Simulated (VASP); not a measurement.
# CdSe (R3m) in VASP: notebook

The runs below take CdSe through single point, with PBE, r2SCAN.

Everything below comes from runs of VASP 6.6.1. Logs are shortened: lines on timing, memory, paths and dates and some standing lists are left out, and cuts for length are marked.

## (1) The cell of the first run

Symmetry: R3m, No. 160, trigonal system. Conventional cell: a = 4.188 Å, b = 4.188 Å, c = 10.958 Å, α = 90.00°, β = 90.00°, γ = 120.00°. Within 3.5 Å of Cd (site symmetry 3m) lie 4 Se at 2.62 to 2.63 Å. Se (site symmetry 3m) has 4 Cd at 2.62 to 2.63 Å within 3.5 Å.

## (2) Single point, PBE (epitaxial 111 strain -3.5%)

The input, INCAR:

```
SYSTEM = CdSe
PREC = Accurate ; ENCUT = 520
EDIFF = 1E-7 ; ISMEAR = -1
SIGMA = 0.02 ; LREAL = .False.
LASPH = .True. ; NELM = 100
ALGO = Normal ; ISIF = 2
LWAVE = .False. ; LCHARG = .False.
GGA = PE ; NBANDS = 16
```

The input, KPOINTS:

```
Automatic mesh
0
Gamma
  8 8 8
  0 0 0
```

The input, POSCAR:

```
CdSe
1.0
    0.1343670592      3.0960028022      3.0960028022
    3.0960028022      0.1343670592      3.0960028022
    3.0960028022      3.0960028022      0.1343670592
Cd Se
1 1
Direct
    0.0047784739      0.0047784739      0.0047784739
    0.2452215261      0.2452215261      0.2452215261
```

Potentials or basis: VASP PAW PBE potentials, release 64 (Cd, Se).

Launch:

```sh
cat potpaw_PBE.64/Cd/POTCAR potpaw_PBE.64/Se/POTCAR > POTCAR
mpirun -np 1 vasp_std > vasp.out
```

OUTCAR:

```text
SYSTEM = CdSe
   PREC = Accurate
   ENCUT = 520
   EDIFF = 1E-7
   ISMEAR = -1
   LREAL = .False.
   LASPH = .True.
   NELM = 100
   ISIF = 2
   GGA = PE

 ion  position               nearest neighbor table
   1  0.005  0.005  0.005-   2 2.62   2 2.62   2 2.62   2 2.63
   2  0.245  0.245  0.245-   1 2.62   1 2.62   1 2.62   1 2.63

  LATTYP: Found a trigonal (rhomboedric) cell.
 ALAT       =     4.3804704324
 COS(alpha) =     0.5428888877

  Lattice vectors:

 A1 = (   0.1343670592,   3.0960028022,   3.0960028022)
 A2 = (   3.0960028022,   0.1343670592,   3.0960028022)
 A3 = (   3.0960028022,   3.0960028022,   0.1343670592)

Analysis of symmetry for initial positions (statically):
=====================================================================
 Subroutine PRICEL returns:
 Original cell was already a primitive cell.

 Routine SETGRP: Setting up the symmetry group for a
 trigonal (rhombohedral) supercell.

 Subroutine GETGRP returns: Found  6 space group operations
 (whereof  6 operations were pure point group operations)
 out of a pool of 12 trial point group operations.

The static configuration has the point symmetry C_3v.

Analysis of symmetry for dynamics (positions and initial velocities):
=====================================================================
 Subroutine PRICEL returns:
 Original cell was already a primitive cell.

 Routine SETGRP: Setting up the symmetry group for a
 trigonal (rhombohedral) supercell.

 Subroutine GETGRP returns: Found  6 space group operations
 (whereof  6 operations were pure point group operations)
 out of a pool of 12 trial point group operations.

The dynamic configuration has the point symmetry C_3v.

 Subroutine INISYM returns: Found  6 space group operations
 (whereof  6 operations are pure point group operations),
 and found     1 'primitive' translations

----------------------------------------------------------------------------------------

                                     Primitive cell

  volume of cell :      55.4904

  direct lattice vectors                    reciprocal lattice vectors
     0.134367059  3.096002802  3.096002802    -0.172411343  0.165239903  0.165239903
     3.096002802  0.134367059  3.096002802     0.165239903 -0.172411343  0.165239903
[... 75 lines left out ...]
 SYSTEM =  CdSe
   PREC   = accura    normal or accurate (medium, high low for compatibility)
   ISTART =      0    job   : 0-new  1-cont  2-samecut
   ICHARG =      2    charge: 1-file 2-atom 10-const
   ISPIN  =      1    spin polarized calculation?
   LNONCOLLINEAR =      F non collinear calculations
   LSORBIT =      F    spin-orbit coupling
   LASPH  =      T    aspherical Exc in radial PAW
   ENCUT  =  520.0 eV  38.22 Ry    6.18 a.u.   8.14  8.14  8.14*2*pi/ulx,y,z
   NELM   =    100;   NELMIN=  2; NELMDL= -5     # of ELM steps
   EDIFF  = 0.1E-06   stopping-criterion for ELM
   LREAL  =      F    real-space projection
   EDIFFG = 0.1E-05   stopping-criterion for IOM
   NSW    =      0    number of steps for IOM
   IBRION =     -1    ionic relax: 0-MD 1-quasi-New 2-CG
   NFREE  =      0    steps in history (QN), initial steepest desc. (CG)
   ISIF   =      2    stress and relaxation
   ISYM   =      2    0-nonsym 1-usesym 2-fastsym
   POTIM  = 0.5000    time-step for ionic-motion
   TEBEG  =    0.0;   TEEND  =   0.0 temperature during run
   PSTRESS=    0.0 pullay stress
   NELECT =      18.0000    total number of electrons
   NUPDOWN=      -1.0000    fix difference up-down
   EMIN   =  10.00;   EMAX   =-10.00  energy-range for DOS
   EFERMI =   0.00;   METHOD = LEGACY
   ISMEAR =    -1;   SIGMA  =   0.02  broadening in eV -4-tet -1-fermi 0-gaus
   EFERMI_NEDOS =   21; number of points for ismear=-14 and -15
   IALGO  =     38    algorithm
   IMIX   =      4    mixing-type and parameters
     AMIX     =   0.40;   BMIX     =  1.00
     AMIX_MAG =   1.60;   BMIX_MAG =  1.00
  volume/ion in A,a.u.               =      27.75       187.23
  Fermi-wavevector in a.u.,A,eV,Ry     =   1.124846  2.125650 17.215152  1.265278
  Thomas-Fermi vector in A             =   2.261520
   LORBIT       =      0    0 simple, 1 ext, 2 COOP (PROOUT), +10 PAW based schemes
   GGA     = PE    functional components
   LHFCALC =     F    Hartree Fock is set to
   AEXX    =    0.0000 exact exchange contribution
   IVDW    =     0    specifies the selected vdW correction
   LEPSILON=     F    determine dielectric tensor
   LRPA    =     F    only Hartree local field effects (RPA)
 non-spin polarized calculation
  energy-cutoff  :      520.00
  volume of cell :       55.49
 maximum number of plane-waves:      1514
 NGX is ok and might be reduce to    36
   NGX = 17   NGY = 17   NGZ = 17

 number of electron      17.9999999 magnetization

 Free energy of the ion-electron system (eV)
  ---------------------------------------------------
  ext. energy  EPLUGINS =         0.00000000
  ---------------------------------------------------
  free energy    TOTEN  =        -5.42874183 eV

  energy without entropy =       -5.42874181  energy(sigma->0) =       -5.42874182

 E-fermi :   1.4069     XC(G=0):  -8.9551

 val. band max:        1.1629318774   @ k =   0.0000   0.0000   0.0000
 cond. band min:       1.6366576072   @ k =   0.0000   0.0000   0.0000
 fundamental gap:      0.4737257298
 Fermi energy:         1.4068532735

 k-point     1 :       0.0000    0.0000    0.0000
  band No.  band energies     occupation
      1     -11.6057      2.00000
      2      -6.9512      2.00000
      3      -6.9119      2.00000
      4      -6.9119      2.00000
      5      -6.5447      2.00000
      6      -6.5447      2.00000
[... 433 lines left out ...]
      3      -6.8412      2.00000
      4      -6.6064      2.00000
      5      -6.5459      2.00000
      6      -6.5200      2.00000
[... 8 lines left out ...]
     15      11.4580      0.00000
     16      12.4062      0.00000

 [... further k-points ...]
[... 5 lines left out ...]
  --------------------------------------------------------------------------------------
  -------------------------------------------------------------------------------------
  Total        1.3149151      1.3149151      1.3149151     -0.3292007     -0.3292007     -0.3292007
  in kB       37.9655983     37.9655983     37.9655983     -9.5050244     -9.5050244     -9.5050244
  external PRESSURE =      37.9655983 kB  Pullay stress =       0.0000000 kB

 VOLUME and BASIS-vectors are now :
 -----------------------------------------------------------------------------
  energy-cutoff  :      520.00
  volume of cell :       55.49
      direct lattice vectors                 reciprocal lattice vectors
     0.134367059  3.096002802  3.096002802    -0.172411343  0.165239903  0.165239903
     3.096002802  0.134367059  3.096002802     0.165239903 -0.172411343  0.165239903
     3.096002802  3.096002802  0.134367059     0.165239903  0.165239903 -0.172411343

 POSITION                                       TOTAL-FORCE (eV/Angst)
 -----------------------------------------------------------------------------------
      0.03023      0.03023      0.03023         0.001288      0.001288      0.001288
      1.55136      1.55136      1.55136        -0.001288     -0.001288     -0.001288
 -----------------------------------------------------------------------------------
    total drift:                               -0.000016     -0.000016     -0.000016

  FREE ENERGIE OF THE ION-ELECTRON SYSTEM (eV)
  ---------------------------------------------------
  free  energy   TOTEN  =        -5.4287418319 eV

  energy  without entropy=       -5.4287418113  energy(sigma->0) =       -5.42874182
```

Run time: 1.7 min. Hardware: 1 thread of Intel Xeon 8259CL, shared host; peak memory 0.24 GiB.

What came out:

* Free energy: -5.4287 eV
* Pressure: 3.8 GPa
* Band gap on the k mesh: 0.47 eV

Forces in eV/Å, atoms in the order of the input:
```
Cd   0.001  0.001  0.001
Se  -0.001 -0.001 -0.001
```

Caveat: the cell differs from its parent crystal (epitaxial 111 strain -3.5%); the cell stands under pressure.

## (3) Single point, r2SCAN (epitaxial 111 strain -3.5%)

POSCAR is that of step 2.

The input, INCAR.step1:

```
SYSTEM = CdSe
ALGO = Normal
EDIFF = 1E-4
ENCUT = 520
GGA = PE
ISMEAR = 0
LASPH = .TRUE.
LCHARG = .FALSE.
LREAL = .FALSE.
LWAVE = .TRUE.
NBANDS = 16
NELM = 60
PREC = Accurate
SIGMA = 0.01
```

The input, INCAR.step2:

```
SYSTEM = CdSe
ALGO = Normal
EDIFF = 1E-6
ENCUT = 520
ISIF = 2
ISMEAR = 0
ISTART = 1
LASPH = .TRUE.
LCHARG = .FALSE.
LMIXTAU = .TRUE.
LREAL = .FALSE.
LWAVE = .FALSE.
METAGGA = R2SCAN
NBANDS = 16
NELM = 60
PREC = Accurate
SIGMA = 0.01
```

The input, KPOINTS:

```
k-points
0
G
  8 8 8
  0 0 0
```

Potentials or basis: VASP PAW PBE potentials, release 64 (Cd, Se).

Launch:

```sh
cat potpaw_PBE.64/Cd/POTCAR potpaw_PBE.64/Se/POTCAR > POTCAR
cp INCAR.step1 INCAR
mpirun -np 1 vasp_std > vasp.out
cp INCAR.step2 INCAR
mpirun -np 1 vasp_std > vasp.out
```

It took 5.4 min on 1 thread of Intel Xeon 8259CL, shared host; peak memory 0.25 GiB.

It converged, with:

* Free energy: -35.8751 eV
* Pressure: 2.3 GPa
* Band gap on the k mesh: 0.94 eV

Stress tensor (GPa, compression positive):
```
 2.29 -1.01 -1.01
-1.01  2.29 -1.01
-1.01 -1.01  2.29
```

Levels at points of the mesh, in eV from the valence-band top:
```
           k point  band 7  band 8  band 9  band 10  band 11  band 12
(0.00, 0.00, 0.00)   -0.37    0.00    0.00     0.94     5.96     6.64
(0.50, 0.00, 0.00)   -4.54   -1.11   -0.77     2.60     6.69     6.71
(0.50, 0.50, 0.00)   -4.25   -2.21   -1.83     3.15     4.20     9.44
(0.50, 0.50, 0.50)   -4.80   -0.71   -0.71     3.23     7.20     7.20
```

Caveat: the cell differs from its parent crystal (epitaxial 111 strain -3.5%); the PAW data sets were made with another functional, which shifts forces and pressure a little.
